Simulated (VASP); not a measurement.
AsPt:

```
CELL_PARAMETERS angstrom
3.14302 0.00000 0.00000
0.00000 3.14302 0.00000
0.00000 0.00000 3.38562
ATOMIC_POSITIONS crystal
As 0.00000 0.00000 0.00000
Pt 0.50000 0.50000 0.50000
```

The cell was generated, and may not be a known phase.

```yaml
Program: VASP 6.6.1
Task: relaxation of cell and atoms
Functional: PBE
Potentials_or_basis: VASP PAW PBE potentials, release 64 (As, Pt)
Cutoff: 600 eV
k_mesh: 6 × 6 × 6
Occupations: gaussian, width 0.1 eV
Spin: no spin polarisation
```

At the start: pressure -0.8 GPa; volume 16.72 Å³/atom.

Task: Where does the relaxation end?

Result: Over 5 steps the energy falls by 2.9 meV/atom and the volume is 16.61 Å³/atom (-0.7 %); space group P4/mmm (No. 123, to 0.1 Å) before, Pm-3m (No. 221, to 0.1 Å).

The path:
```csv
step,energy change (eV),largest force (eV/Å),pressure (GPa),volume (Å³)
1,0.0000,0.0000,-0.80,33.45
2,-0.0015,0.0000,1.08,33.04
3,-0.0016,0.0000,0.68,33.12
4,-0.0035,0.0000,0.52,33.15
5,-0.0058,0.0000,0.10,33.22
```

Final structure:
```
As Pt
1.0
     3.18343    0.00000    0.00000
     0.00000    3.18343    0.00000
     0.00000    0.00000    3.27838
As Pt
1 1
Direct
  0.00000 0.00000 0.00000
  0.50000 0.50000 0.50000
```

Caveat: an odd number of electrons without spin polarisation forces a metal; a magnetic or distorted state may lie lower.
